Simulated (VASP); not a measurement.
# TiIn2 (Fm-3m) in VASP: a series of runs, part 2 of 2

VASP 6.6.1. Earlier steps stand in the parts before.

## (4) Relaxation of cell and atoms, PBE

This run uses another cell than the first one, of 25.24 Å³/atom, 1.020 times its volume.

The input, INCAR:

```
SYSTEM = TiIn2
PREC = Accurate
ENCUT = 600
EDIFF = 1E-6
ISMEAR = 0
SIGMA = 0.1
LREAL = .False.
LASPH = .True.
NELM = 100
ALGO = Normal
ISIF = 3
LWAVE = .False.
LCHARG = .False.
GGA = PE
IBRION = 2
NSW = 90
EDIFFG = -0.04
```

The input, KPOINTS:

```
Automatic mesh
0
Gamma
  4 4 4
  0 0 0
```

The input, POSCAR:

```
TiIn2
1.0
    0.0000000000      3.3578200300      3.3578200300
    3.3578200300      0.0000000000      3.3578200300
    3.3578200300      3.3578200300      0.0000000000
Ti In
1 2
Direct
    0.5000000000      0.5000000000      0.5000000000
    0.2500000000      0.2500000000      0.2500000000
    0.7500000000      0.7500000000      0.7500000000
```

Potentials or basis: VASP PAW PBE potentials, release 64 (Ti_sv, In_d).

Command:

```sh
$ cat potpaw_PBE.64/Ti_sv/POTCAR potpaw_PBE.64/In_d/POTCAR > POTCAR
$ mpirun -np 1 vasp_std > vasp.out
```

OUTCAR:

```text
SYSTEM = TiIn2
   PREC = Accurate
   ENCUT = 600
   EDIFF = 1E-6
   ISMEAR = 0
   LREAL = .False.
   LASPH = .True.
   NELM = 100
   ISIF = 3
   GGA = PE
   IBRION = 2
   NSW = 90
   EDIFFG = -0.04

 ion  position               nearest neighbor table
   1  0.500  0.500  0.500-   2 2.91   2 2.91   2 2.91   2 2.91   3 2.91   3 2.91   3 2.91   3 2.91

   2  0.250  0.250  0.250-   1 2.91   1 2.91   1 2.91   1 2.91   3 3.36   3 3.36   3 3.36   3 3.36
                             3 3.36   3 3.36
   3  0.750  0.750  0.750-   1 2.91   1 2.91   1 2.91   1 2.91   2 3.36   2 3.36   2 3.36   2 3.36
                             2 3.36   2 3.36

  LATTYP: Found a face centered cubic cell.
 ALAT       =     6.7156400600

  Lattice vectors:

 A1 = (   0.0000000000,   3.3578200300,   3.3578200300)
 A2 = (   3.3578200300,   0.0000000000,   3.3578200300)
 A3 = (   3.3578200300,   3.3578200300,   0.0000000000)

Analysis of symmetry for initial positions (statically):
=====================================================================
 Subroutine PRICEL returns:
 Original cell was already a primitive cell.

 Routine SETGRP: Setting up the symmetry group for a
 face centered cubic supercell.

 Subroutine GETGRP returns: Found 48 space group operations
 (whereof 48 operations were pure point group operations)
 out of a pool of 48 trial point group operations.

The static configuration has the point symmetry O_h .

Analysis of symmetry for dynamics (positions and initial velocities):
=====================================================================
 Subroutine PRICEL returns:
 Original cell was already a primitive cell.

 Routine SETGRP: Setting up the symmetry group for a
 face centered cubic supercell.

 Subroutine GETGRP returns: Found 48 space group operations
 (whereof 48 operations were pure point group operations)
 out of a pool of 48 trial point group operations.

The dynamic configuration has the point symmetry O_h .

 Subroutine INISYM returns: Found 48 space group operations
 (whereof 48 operations are pure point group operations),
 and found     1 'primitive' translations

----------------------------------------------------------------------------------------

                                     Primitive cell

  volume of cell :      75.7185

  direct lattice vectors                    reciprocal lattice vectors
     0.000000000  3.357820030  3.357820030    -0.148906134  0.148906134  0.148906134
     3.357820030  0.000000000  3.357820030     0.148906134 -0.148906134  0.148906134
     3.357820030  3.357820030  0.000000000     0.148906134  0.148906134 -0.148906134

  length of vectors
     4.748674626  4.748674626  4.748674626     0.257912990  0.257912990  0.257912990

  position of ions in fractional coordinates (direct lattice)
     0.500000000  0.500000000  0.500000000
     0.250000000  0.250000000  0.250000000
     0.750000000  0.750000000  0.750000000
[... 91 lines left out ...]
   LRPA    =     F    only Hartree local field effects (RPA)
 conjugate gradient relaxation of ions
 non-spin polarized calculation
 Gauss-broadening in eV      SIGMA  =   0.10
  energy-cutoff  :      600.00
  volume of cell :       75.72
 maximum number of plane-waves:      2565
 NGX is ok and might be reduce to    40
   NGX = 19   NGY = 19   NGZ = 19

--------------------------------------- Ionic step        1  -------------------------------------------

 number of electron      38.0000007 magnetization

 Free energy of the ion-electron system (eV)
  ---------------------------------------------------
  ext. energy  EPLUGINS =         0.00000000
  ---------------------------------------------------
  free energy    TOTEN  =       -12.30191077 eV

  energy without entropy =      -12.28768791  energy(sigma->0) =      -12.29479934

------------------------ aborting loop because EDIFF is reached ----------------------------------------

  FORCE on cell =-STRESS in cart. coord.  units (eV):
  Direction    XX          YY          ZZ          XY          YZ          ZX
  --------------------------------------------------------------------------------------
  -------------------------------------------------------------------------------------
  Total       -0.5147694     -0.5147694     -0.5147694     -0.0000000     -0.0000000     -0.0000000
  in kB      -10.8923371    -10.8923371    -10.8923371     -0.0000000     -0.0000000     -0.0000000
  external PRESSURE =     -10.8923371 kB  Pullay stress =       0.0000000 kB

 VOLUME and BASIS-vectors are now :
 -----------------------------------------------------------------------------
  energy-cutoff  :      600.00
  volume of cell :       75.72
      direct lattice vectors                 reciprocal lattice vectors
     0.000000000  3.357820030  3.357820030    -0.148906134  0.148906134  0.148906134
     3.357820030  0.000000000  3.357820030     0.148906134 -0.148906134  0.148906134
     3.357820030  3.357820030  0.000000000     0.148906134  0.148906134 -0.148906134

 POSITION                                       TOTAL-FORCE (eV/Angst)
 -----------------------------------------------------------------------------------
      3.35782      3.35782      3.35782        -0.000000     -0.000000      0.000000
      1.67891      1.67891      1.67891        -0.000000      0.000000      0.000000
      5.03673      5.03673      5.03673         0.000000      0.000000     -0.000000
 -----------------------------------------------------------------------------------
    total drift:                               -0.000000     -0.000000      0.000000

  FREE ENERGIE OF THE ION-ELECTRON SYSTEM (eV)
  ---------------------------------------------------
  free  energy   TOTEN  =       -12.3019107677 eV

  energy  without entropy=      -12.2876879086  energy(sigma->0) =      -12.29479934

--------------------------------------- Ionic step        2  -------------------------------------------

 number of electron      38.0000000 magnetization

 Free energy of the ion-electron system (eV)
  ---------------------------------------------------
  ext. energy  EPLUGINS =         0.00000000
  ---------------------------------------------------
  free energy    TOTEN  =       -12.30720783 eV

  energy without entropy =      -12.29329697  energy(sigma->0) =      -12.30025240

 E-fermi :   6.8660     XC(G=0): -10.1711

 val. band max:        6.5677418157   @ k =  -0.2500   0.2500   0.0000
 cond. band min:       6.8669973771   @ k =   0.5000   0.0000   0.0000
 fundamental gap:      0.2992555614
 Fermi energy:         6.8659834393

 k-point     1 :       0.0000    0.0000    0.0000
  band No.  band energies     occupation
      1     -50.4885      2.00000
      2     -26.7629      2.00000
      3     -26.7629      2.00000
      4     -26.7629      2.00000
      5      -7.5691      2.00000
      6      -7.5691      2.00000
[... 197 lines left out ...]
     22       7.4690      0.00000
     23       8.1061      0.00000

------------------------ aborting loop because EDIFF is reached ----------------------------------------

  FORCE on cell =-STRESS in cart. coord.  units (eV):
  Direction    XX          YY          ZZ          XY          YZ          ZX
  --------------------------------------------------------------------------------------
  -------------------------------------------------------------------------------------
  Total        0.1199513      0.1199513      0.1199513      0.0000000      0.0000000      0.0000000
  in kB        2.6022157      2.6022157      2.6022157      0.0000000      0.0000000      0.0000000
  external PRESSURE =       2.6022157 kB  Pullay stress =       0.0000000 kB

 VOLUME and BASIS-vectors are now :
 -----------------------------------------------------------------------------
  energy-cutoff  :      600.00
  volume of cell :       73.85
      direct lattice vectors                 reciprocal lattice vectors
    -0.000000000  3.330024172  3.330024172    -0.150149060  0.150149060  0.150149060
     3.330024172 -0.000000000  3.330024172     0.150149060 -0.150149060  0.150149060
     3.330024172  3.330024172 -0.000000000     0.150149060  0.150149060 -0.150149060

 POSITION                                       TOTAL-FORCE (eV/Angst)
 -----------------------------------------------------------------------------------
      3.33002      3.33002      3.33002         0.000000      0.000000      0.000000
      1.66501      1.66501      1.66501         0.000000      0.000000      0.000000
      4.99504      4.99504      4.99504        -0.000000     -0.000000     -0.000000
 -----------------------------------------------------------------------------------
    total drift:                               -0.000000     -0.000000      0.000000

  FREE ENERGIE OF THE ION-ELECTRON SYSTEM (eV)
  ---------------------------------------------------
  free  energy   TOTEN  =       -12.3072078327 eV

  energy  without entropy=      -12.2932969712  energy(sigma->0) =      -12.30025240

 reached required accuracy - stopping structural energy minimisation
```

Run time: 40 s. Hardware: 1 thread of Intel Xeon Platinum 8559C (Emerald Rapids), shared host; peak memory 0.24 GiB.

What came out:

```
Free energy                            : -12.3072 eV
Relaxed volume                         : 24.62 Å³/atom
Relaxed cell                           : a = 4.709 Å, b = 4.709 Å, c = 4.709 Å, α = 60.00°, β = 60.00°, γ = 60.00°
Space group after relaxing (to 0.05 Å) : Fm-3m (No. 225)
Energy gained by relaxing              : 1.8 meV/atom
Ionic steps                            : 2
Pressure after relaxing                : 0.3 GPa
Band gap on the k mesh                 : zero (band 19 reaches 7.19 eV, above the bottom of band 20 at 6.57 eV)
```

Step by step:
```csv
step,energy change (eV),largest force (eV/Å),pressure (GPa),volume (Å³)
1,0.0000,0.0000,-1.09,75.72
2,-0.0053,0.0000,0.26,73.85
```

Final structure:
```
CELL_PARAMETERS angstrom
0.00000 3.33002 3.33002
3.33002 0.00000 3.33002
3.33002 3.33002 0.00000
ATOMIC_POSITIONS crystal
Ti 0.50000 0.50000 0.50000
In 0.25000 0.25000 0.25000
In 0.75000 0.75000 0.75000
```

Caveat: the k points lie up to 0.41 Å⁻¹ apart in the final cell; spin-orbit coupling is left out, which moves the levels of the heavy elements.

## (5) Relaxation of cell and atoms, PBE

The input, INCAR:

```
PREC     = Accurate       # precision mode
ENCUT    = 600            # plane-wave cutoff, eV
EDIFF    = 1E-7           # SCF threshold, eV
ISMEAR   = 0              # smearing method
SIGMA    = 0.1            # smearing width, eV
LREAL    = False          # projectors in reciprocal space
LASPH    = True           # aspherical terms in the spheres
NELM     = 80             # most SCF steps
ALGO     = Fast           # electronic algorithm
ISIF     = 3              # what is computed and relaxed
LWAVE    = False          # write WAVECAR
LCHARG   = False          # write CHGCAR
GGA      = PE             # functional
IBRION   = 2              # ionic algorithm
NSW      = 100            # ionic steps
EDIFFG   = -0.01          # ionic threshold
```

The input, KPOINTS:

```
regular mesh
0
Gamma
  12 12 12
```

The input, POSCAR:

```
TiIn2
1.0
    0.0000000000      3.3353189219      3.3353189219
    3.3353189219      0.0000000000      3.3353189219
    3.3353189219      3.3353189219      0.0000000000
Ti In
1 2
Direct
    0.5000000000      0.5000000000      0.5000000000
    0.2500000000      0.2500000000      0.2500000000
    0.7500000000      0.7500000000      0.7500000000
```

Command:

```sh
$ cat potpaw_PBE.64/Ti_sv/POTCAR potpaw_PBE.64/In_d/POTCAR > POTCAR
$ mpirun -np 1 vasp_std > vasp.out
```

Wall time 19 min (1 thread of Intel Xeon 6975P-C, shared host); peak memory 0.35 GiB.

It converged, with:

```
Free energy                            : -12.2873 eV
Relaxed volume                         : 24.69 Å³/atom
Relaxed cell                           : a = 4.714 Å, b = 4.714 Å, c = 4.714 Å, α = 60.00°, β = 60.00°, γ = 60.00°
Space group after relaxing (to 0.05 Å) : Fm-3m (No. 225)
Energy gained by relaxing              : 0.0 meV/atom
Ionic steps                            : 2
Pressure after relaxing                : 0.0 GPa
Band gap on the k mesh                 : zero (band 19 reaches 7.33 eV, above the bottom of band 20 at 6.55 eV)
```

Step by step:
| step | energy change (eV) | largest force (eV/Å) | pressure (GPa) | volume (Å³) |
| --- | --- | --- | --- | --- |
| 1 | 0.0000 | 0.0000 | -0.08 | 74.21 |
| 2 | -0.0001 | 0.0000 | 0.03 | 74.07 |

Final structure:
```
CELL_PARAMETERS angstrom
0.00000 3.33321 3.33321
3.33321 0.00000 3.33321
3.33321 3.33321 0.00000
ATOMIC_POSITIONS crystal
Ti 0.50000 0.50000 0.50000
In 0.25000 0.25000 0.25000
In 0.75000 0.75000 0.75000
```

Levels at points of the mesh, in eV from the Fermi level:
```csv
k point,band 15,band 16,band 17,band 18,band 19,band 20,band 21,band 22,band 23
"(0.00, 0.00, 0.00)",-8.56,-1.55,-1.55,-1.55,0.11,0.47,0.47,4.57,4.57
"(0.50, 0.00, 0.00)",-6.28,-5.78,-0.99,-0.99,-0.04,0.54,0.54,1.43,1.43
"(0.50, 0.50, 0.00)",-5.70,-3.95,-3.81,-1.24,-1.24,0.27,0.27,0.50,0.57
```

Caveat: spin-orbit coupling is left out, which moves the levels of the heavy elements.

## (6) The runs side by side

```csv
task,cell,k mesh,cutoff (eV),gap on the mesh (eV),pressure (GPa),relaxed volume (Å³/atom)
single point,"a = 4.717 Å, angles 60.0°, 3 atoms",4 × 4 × 4,520,none,-0.1,-
single point,"a = 4.749 Å, angles 60.0°, 3 atoms",4 × 4 × 4,520,none,-1.1,-
relaxation of cell and atoms,"relaxed from a = 4.749 Å, angles 60.0°, 3 atoms",4 × 4 × 4,600,none,0.3,24.62
relaxation of cell and atoms,"relaxed from a = 4.717 Å, angles 60.0°, 3 atoms",12 × 12 × 12,600,none,0.0,24.69
```

Alike in all rows: level PBE; potentials or basis VASP PAW PBE potentials, release 64 (Ti_sv, In_d); no spin polarisation; smearing gaussian 0.1 eV.

Caveats: some runs use coarse meshes; spin-orbit coupling is left out, which moves the levels of the heavy elements.

Absolute energies hang on the potentials; compare differences alone.
